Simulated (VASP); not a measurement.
# TaN (P-6m2) in VASP: further runs

The runs below take TaN through single point, with PBEsol.

All numbers are computed with VASP 6.6.1; they aren't measurements. Logs are shortened: lines on timing, memory, paths and dates and some standing lists are left out, and cuts for length are marked.

## Step 1: The cell of the first run

The structure is hexagonal, space group P-6m2 (No. 187). Conventional cell: a = 3.010 Å, b = 3.010 Å, c = 2.953 Å, α = 90.00°, β = 90.00°, γ = 120.00°. Ta (site symmetry -6m2) has 6 N at 2.28 Å and 2 Ta at 2.95 Å within 3.0 Å. Within 3.0 Å of N (site symmetry -6m2) lie 6 Ta at 2.28 Å and 2 N at 2.95 Å.

## Step 2: Single point, PBEsol

Input file INCAR:

```
PREC = Accurate
ENCUT = 520
EDIFF = 1E-6
ISMEAR = -1
SIGMA = 0.15
LREAL = False
LASPH = True
NELM = 60
ALGO = Normal
ISIF = 2
LWAVE = False
LCHARG = True
GGA = PS
LELF = True
LVHAR = True
NBANDS = 15
```

Input file KPOINTS:

```
regular mesh
0
Gamma
  11 11 10
```

Input file POSCAR:

```
TaN
1.0
    3.0096866337      0.0000000000      0.0000000000
   -1.5048433169      2.6064654548      0.0000000000
    0.0000000000      0.0000000000      2.9533446443
Ta N
1 1
Direct
    0.3333333333      0.6666666667      0.5000000000
    0.0000000000      0.0000000000      0.0000000000
```

Potentials or basis: VASP PAW PBE potentials, release 64 (Ta_pv, N).

Run with:

```
$ cat potpaw_PBE.64/Ta_pv/POTCAR potpaw_PBE.64/N/POTCAR > POTCAR
$ mpirun -np 1 vasp_std > vasp.out
```

OUTCAR:

```text
PREC = Accurate
   ENCUT = 520
   EDIFF = 1E-6
   ISMEAR = -1
   LREAL = False
   LASPH = True
   NELM = 60
   ISIF = 2
   GGA = PS

 ion  position               nearest neighbor table
   1  0.333  0.667  0.500-   2 2.28   2 2.28   2 2.28   2 2.28   2 2.28   2 2.28
   2  0.000  0.000  0.000-   1 2.28   1 2.28   1 2.28   1 2.28   1 2.28   1 2.28

  LATTYP: Found a hexagonal cell.
 ALAT       =     3.0096866337
 C/A-ratio  =     0.9812797822

  Lattice vectors:

 A1 = (   3.0096866337,   0.0000000000,   0.0000000000)
 A2 = (  -1.5048433169,   2.6064654548,   0.0000000000)
 A3 = (   0.0000000000,   0.0000000000,   2.9533446443)

Analysis of symmetry for initial positions (statically):
=====================================================================
 Subroutine PRICEL returns:
 Original cell was already a primitive cell.

 Routine SETGRP: Setting up the symmetry group for a
 hexagonal supercell.

 Subroutine GETGRP returns: Found 12 space group operations
 (whereof 12 operations were pure point group operations)
 out of a pool of 24 trial point group operations.

The static configuration has the point symmetry D_3h.

Analysis of symmetry for dynamics (positions and initial velocities):
=====================================================================
 Subroutine PRICEL returns:
 Original cell was already a primitive cell.

 Routine SETGRP: Setting up the symmetry group for a
 hexagonal supercell.

 Subroutine GETGRP returns: Found 12 space group operations
 (whereof 12 operations were pure point group operations)
 out of a pool of 24 trial point group operations.

The dynamic configuration has the point symmetry D_3h.

 Subroutine INISYM returns: Found 12 space group operations
 (whereof 12 operations are pure point group operations),
 and found     1 'primitive' translations

----------------------------------------------------------------------------------------

                                     Primitive cell

  volume of cell :      23.1679

  direct lattice vectors                    reciprocal lattice vectors
     3.009686634  0.000000000  0.000000000     0.332260505  0.191830664  0.000000000
    -1.504843317  2.606465455  0.000000000     0.000000000  0.383661329  0.000000000
     0.000000000  0.000000000  2.953344644     0.000000000  0.000000000  0.338599155

  length of vectors
     3.009686634  3.009686956  2.953344644     0.383661370  0.383661329  0.338599155

  position of ions in fractional coordinates (direct lattice)
     0.333333333  0.666666667  0.500000000
     0.000000000  0.000000000  0.000000000

  ion indices of the primitive-cell ions
   primitive index   ion index
                 1           1
                 2           2

----------------------------------------------------------------------------------------

 KPOINTS: regular mesh

Automatic generation of k-mesh.
 Grid dimensions read from file:
 generate k-points for:   11   11   10

 Generating k-lattice:

  Cartesian coordinates                     Fractional coordinates (reciprocal lattice)
     0.030205500  0.017439151  0.000000000     0.090909091  0.000000000  0.000000000
     0.000000000  0.034878303  0.000000000     0.000000000  0.090909091  0.000000000
     0.000000000  0.000000000  0.033859915     0.000000000  0.000000000  0.100000000

  Length of vectors
     0.034878306  0.034878303  0.033859915

  Shift w.r.t. Gamma in fractional coordinates (k-lattice)
     0.000000000  0.000000000  0.000000000

 Subroutine IBZKPT returns following result:
 ===========================================

 Found     96 irreducible k-points:

 Following reciprocal coordinates:
            Coordinates               Weight
  0.000000  0.000000  0.000000      1.000000
  0.090909 -0.000000  0.000000      6.000000
  0.181818 -0.000000  0.000000      6.000000
  0.272727 -0.000000  0.000000      6.000000
  0.363636  0.000000  0.000000      6.000000
  0.454545 -0.000000  0.000000      6.000000
[... 16 lines left out ...]
  0.090909  0.090909  0.100000     12.000000
  0.181818  0.090909  0.100000     24.000000
 [... further k-points ...]
   k-points           NKPTS =     96   k-points in BZ     NKDIM =     96   number of bands    NBANDS=     15
   number of dos      NEDOS =    301   number of ions     NIONS =      2
   total plane-waves  NPLWV =  13824
   dimension x,y,z NGX =    24 NGY =   24 NGZ =   24
   dimension x,y,z NGXF=    48 NGYF=   48 NGZF=   48
   ions per type =               1   1
   NGX,Y,Z   is equivalent  to a cutoff of  13.26, 13.26, 13.51 a.u.
   NGXF,Y,Z  is equivalent  to a cutoff of  26.51, 26.51, 27.02 a.u.
 SYSTEM =  unknown system
   PREC   = accura    normal or accurate (medium, high low for compatibility)
   ISTART =      0    job   : 0-new  1-cont  2-samecut
   ICHARG =      2    charge: 1-file 2-atom 10-const
   ISPIN  =      1    spin polarized calculation?
   LNONCOLLINEAR =      F non collinear calculations
   LSORBIT =      F    spin-orbit coupling
   LASPH  =      T    aspherical Exc in radial PAW
   ENCUT  =  520.0 eV  38.22 Ry    6.18 a.u.   5.60  5.60  5.49*2*pi/ulx,y,z
   NELM   =     60;   NELMIN=  2; NELMDL= -5     # of ELM steps
   EDIFF  = 0.1E-05   stopping-criterion for ELM
   LREAL  =      F    real-space projection
   EDIFFG = 0.1E-04   stopping-criterion for IOM
   NSW    =      0    number of steps for IOM
   IBRION =     -1    ionic relax: 0-MD 1-quasi-New 2-CG
   NFREE  =      0    steps in history (QN), initial steepest desc. (CG)
   ISIF   =      2    stress and relaxation
   ISYM   =      2    0-nonsym 1-usesym 2-fastsym
   POTIM  = 0.5000    time-step for ionic-motion
   TEBEG  =    0.0;   TEEND  =   0.0 temperature during run
   PSTRESS=    0.0 pullay stress
   NELECT =      16.0000    total number of electrons
   NUPDOWN=      -1.0000    fix difference up-down
   EMIN   =  10.00;   EMAX   =-10.00  energy-range for DOS
   EFERMI =   0.00;   METHOD = LEGACY
   ISMEAR =    -1;   SIGMA  =   0.15  broadening in eV -4-tet -1-fermi 0-gaus
   EFERMI_NEDOS =   21; number of points for ismear=-14 and -15
   IALGO  =     38    algorithm
   IMIX   =      4    mixing-type and parameters
     AMIX     =   0.40;   BMIX     =  1.00
     AMIX_MAG =   1.60;   BMIX_MAG =  1.00
  volume/ion in A,a.u.               =      11.58        78.17
  Fermi-wavevector in a.u.,A,eV,Ry     =   1.447057  2.734542 28.490253  2.093975
  Thomas-Fermi vector in A             =   2.565055
   LORBIT       =      0    0 simple, 1 ext, 2 COOP (PROOUT), +10 PAW based schemes
   GGA     = PS    functional components
   LHFCALC =     F    Hartree Fock is set to
   AEXX    =    0.0000 exact exchange contribution
   IVDW    =     0    specifies the selected vdW correction
   LEPSILON=     F    determine dielectric tensor
   LRPA    =     F    only Hartree local field effects (RPA)
 non-spin polarized calculation
  energy-cutoff  :      520.00
  volume of cell :       23.17
 maximum number of plane-waves:       647
 NGX is ok and might be reduce to    24
   NGX = 11   NGY = 11   NGZ = 11

 number of electron      16.0000000 magnetization

 Free energy of the ion-electron system (eV)
  ---------------------------------------------------
  ext. energy  EPLUGINS =         0.00000000
  ---------------------------------------------------
  free energy    TOTEN  =       -23.65133353 eV

  energy without entropy =      -23.64140405  energy(sigma->0) =      -23.64636879

 E-fermi :   7.3731     XC(G=0): -13.1143

 val. band max:        7.3430432891   @ k =   0.0000   0.0000   0.4000
 cond. band min:       7.5287899055   @ k =   0.0909  -0.0000   0.5000
 fundamental gap:      0.1857466165
 Fermi energy:         7.3731260875

 k-point     1 :       0.0000    0.0000    0.0000
  band No.  band energies     occupation
      1     -27.6379      2.00000
      2     -27.4017      2.00000
      3     -27.4017      2.00000
      4      -9.8368      2.00000
      5       3.1018      2.00000
      6       3.1018      2.00000
      7       3.4477      2.00000
      8       4.5400      2.00000
      9       9.0311      0.00003
     10      10.6273      0.00000
     11      10.6273      0.00000
     12      10.9299      0.00000
     13      10.9299      0.00000
     14      19.8910      0.00000
     15      20.4902      0.00000

 k-point     2 :       0.0909   -0.0000    0.0000
  band No.  band energies     occupation
      1     -27.6294      2.00000
      2     -27.4696      2.00000
      3     -27.4165      2.00000
      4      -9.6866      2.00000
      5       2.6149      2.00000
      6       3.2157      2.00000
      7       3.6590      2.00000
      8       4.3227      2.00000
      9       9.5738      0.00000
     10      10.3455      0.00000
     11      10.6540      0.00000
     12      10.8531      0.00000
     13      11.1381      0.00000
     14      19.8660      0.00000
     15      20.4848      0.00000

 k-point     3 :       0.1818   -0.0000    0.0000
  band No.  band energies     occupation
      1     -27.6476      2.00000
      2     -27.6064      2.00000
      3     -27.4559      2.00000
      4      -9.2762      2.00000
      5       1.6351      2.00000
      6       3.5113      2.00000
      7       3.8089      2.00000
      8       4.1304      2.00000
      9       9.5456      0.00000
     10      10.6542      0.00000
     11      10.7846      0.00000
     12      10.9842      0.00000
     13      11.5805      0.00000
     14      19.8340      0.00000
     15      20.4774      0.00000
[... 343 lines left out ...]
 k-point    23 :       0.0909    0.0909    0.1000
  band No.  band energies     occupation
      1     -27.6853      2.00000
      2     -27.5794      2.00000
      3     -27.4416      2.00000
      4      -9.2554      2.00000
      5       2.0402      2.00000
      6       2.8362      2.00000
      7       3.4416      2.00000
      8       4.9154      2.00000
      9       9.3627      0.00000
     10       9.7923      0.00000
     11      10.5219      0.00000
     12      11.6652      0.00000
     13      11.9640      0.00000
     14      19.7473      0.00000
     15      20.4759      0.00000

 k-point    24 :       0.1818    0.0909    0.1000
  band No.  band energies     occupation
      1     -27.7724      2.00000
      2     -27.6531      2.00000
      3     -27.4968      2.00000
      4      -8.8067      2.00000
      5       1.1531      2.00000
      6       2.7753      2.00000
      7       3.6177      2.00000
      8       4.9528      2.00000
      9       9.0206      0.00003
     10      10.0045      0.00000
     11      11.1157      0.00000
     12      11.7970      0.00000
     13      12.8250      0.00000
     14      19.6481      0.00000
     15      20.4700      0.00000

 [... further k-points ...]
[... 5 lines left out ...]
  --------------------------------------------------------------------------------------
  -------------------------------------------------------------------------------------
  Total       -3.5419704     -3.5419714     -3.9488411      0.0000000     -0.0000000      0.0000000
  in kB     -244.9447474   -244.9448175   -273.0818643      0.0000000     -0.0000000      0.0000000
  external PRESSURE =    -254.3238097 kB  Pullay stress =       0.0000000 kB

 VOLUME and BASIS-vectors are now :
 -----------------------------------------------------------------------------
  energy-cutoff  :      520.00
  volume of cell :       23.17
      direct lattice vectors                 reciprocal lattice vectors
     3.009686634  0.000000000  0.000000000     0.332260505  0.191830664  0.000000000
    -1.504843317  2.606465455  0.000000000     0.000000000  0.383661329  0.000000000
     0.000000000  0.000000000  2.953344644     0.000000000  0.000000000  0.338599155

 POSITION                                       TOTAL-FORCE (eV/Angst)
 -----------------------------------------------------------------------------------
     -0.00000      1.73764      1.47667         0.000000      0.000000      0.000000
      0.00000      0.00000      0.00000        -0.000000     -0.000000      0.000000
 -----------------------------------------------------------------------------------
    total drift:                                0.000000      0.000005     -0.000000

  FREE ENERGIE OF THE ION-ELECTRON SYSTEM (eV)
  ---------------------------------------------------
  free  energy   TOTEN  =       -23.6513335317 eV

  energy  without entropy=      -23.6414040464  energy(sigma->0) =      -23.64636879
```

It took 9.4 s on 1 thread of Intel Xeon 6975P-C (Granite Rapids), shared host; peak memory 0.16 GiB.

Results:

* Free energy: -23.6513 eV
* Pressure: -25.4 GPa
* Band gap on the k mesh: zero (band 8 reaches 7.72 eV, above the bottom of band 9 at 7.26 eV)

Stress tensor (GPa, compression positive):
```
-24.49   0.00   0.00
  0.00 -24.49   0.00
  0.00   0.00 -27.31
```

Levels at points of the mesh, in eV from the Fermi level:
| k point | band 4 | band 5 | band 6 | band 7 | band 8 | band 9 | band 10 | band 11 | band 12 | band 13 |
| --- | --- | --- | --- | --- | --- | --- | --- | --- | --- | --- |
| (0.00, 0.00, 0.00) | -17.21 | -4.27 | -4.27 | -3.93 | -2.83 | 1.66 | 3.25 | 3.25 | 3.56 | 3.56 |
| (0.00, 0.00, 0.50) | -14.90 | -8.96 | -3.51 | -3.51 | -0.11 | -0.11 | 2.21 | 3.06 | 3.06 | 7.49 |

Caveat: the PAW data sets were made with another functional, which shifts forces and pressure a little; spin-orbit coupling is left out, which moves the levels of the heavy elements.

## Step 3: Single point, PBEsol

This run uses another cell than the first one, of 11.85 Å³/atom, 1.023 times its volume.

Input file INCAR:

```
ALGO = Normal ; EDIFF = 1E-6
ENCUT = 520 ; GGA = PS
ISIF = 2 ; ISMEAR = -1
LASPH = T ; LCHARG = T
LELF = T ; LREAL = F
LVHAR = T ; LWAVE = F
NBANDS = 15 ; NELM = 60
PREC = Accurate ; SIGMA = 0.15
```

Input file KPOINTS:

```
k-points
0
Gamma
  11 11 10
```

Input file POSCAR:

```
TaN
1.0
    3.0328389792      0.0000000000      0.0000000000
   -1.5164194896      2.6265159770      0.0000000000
    0.0000000000      0.0000000000      2.9760635729
Ta N
1 1
Direct
    0.3333333333      0.6666666667      0.5000000000
    0.0000000000      0.0000000000      0.0000000000
```

Potentials or basis: VASP PAW PBE potentials, release 64 (Ta_pv, N).

Run with:

```
$ cat potpaw_PBE.64/Ta_pv/POTCAR potpaw_PBE.64/N/POTCAR > POTCAR
$ mpirun -np 1 vasp_std > vasp.out
```

It took 9.7 s on 1 thread of Intel Xeon 6975P-C (Granite Rapids), shared host; peak memory 0.16 GiB.

Results (log left out):

```yaml
Free_energy: -23.5570 eV
Pressure: -30.8 GPa
Band_gap_on_the_k_mesh: zero (band 8 reaches 7.48 eV, above the bottom of band 9 at 7.04 eV)
```

Stress tensor (GPa, compression positive):
```
-29.66   0.00   0.00
  0.00 -29.66   0.00
  0.00   0.00 -33.09
```

Levels at points of the mesh, in eV from the Fermi level:
```
           k point  band 5  band 6  band 7  band 8  band 9  band 10  band 11  band 12
(0.00, 0.00, 0.00)   -4.17   -4.17   -3.83   -2.80    1.50     3.16     3.16     3.44
(0.00, 0.00, 0.50)   -8.81   -3.43   -3.43   -0.10   -0.10     2.14     3.00     3.00
```

Caveat: the PAW data sets were made with another functional, which shifts forces and pressure a little; spin-orbit coupling is left out, which moves the levels of the heavy elements.
